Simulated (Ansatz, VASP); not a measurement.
NiO: VASP beside Ansatz

```xyz
2
Lattice="0.0000 2.0913 2.0913 2.0913 0.0000 2.0913 2.0913 2.0913 0.0000" Properties=species:S:1:pos:R:3 pbc="T T T"
Ni    0.0000    0.0000    0.0000
O     2.0913    2.0913    2.0913
```

Alike in both runs: functional PBE; k mesh 11 × 11 × 11; occupations fermi-dirac, width 0.05 eV; collinear spin; Hubbard terms Ni d U = 3.0 eV.

|  | VASP | Ansatz |
| --- | --- | --- |
| version | VASP 6.6.1 | Ansatz 0.2.0 |
| potentials or method | VASP PAW PBE potentials, release 64 (Ni_sv_GW, O) | Ansatz PAW |
| plane-wave cutoff (eV) | 700 | 420 |
| valence electrons in the cell | 24 | 24 |
| task | single point | band structure |

|  | VASP | Ansatz | Ansatz less VASP |
| --- | --- | --- | --- |
| gap on the k mesh at the Fermi level (eV) | 1.01 | 0.81 | -0.197 |
| least direct gap on the mesh (eV) | 1.84 | 1.64 | -0.208 |
| pressure (GPa) | 8.2 | 9.6 | +1.47 |
| net moment per atom (μB) | 1.00 | 1.00 | 0.000 |
| size of the moment on the site where the two differ most (μB) | 1.71 | 1.66 | -0.058 |

Site moments also hang on the region over which each program counts them. The programs project onto different local orbitals, so the same U acts differently, and such runs can settle in different states.

Noted on Ansatz's run: the magnetic or orbital state may not be the lowest.
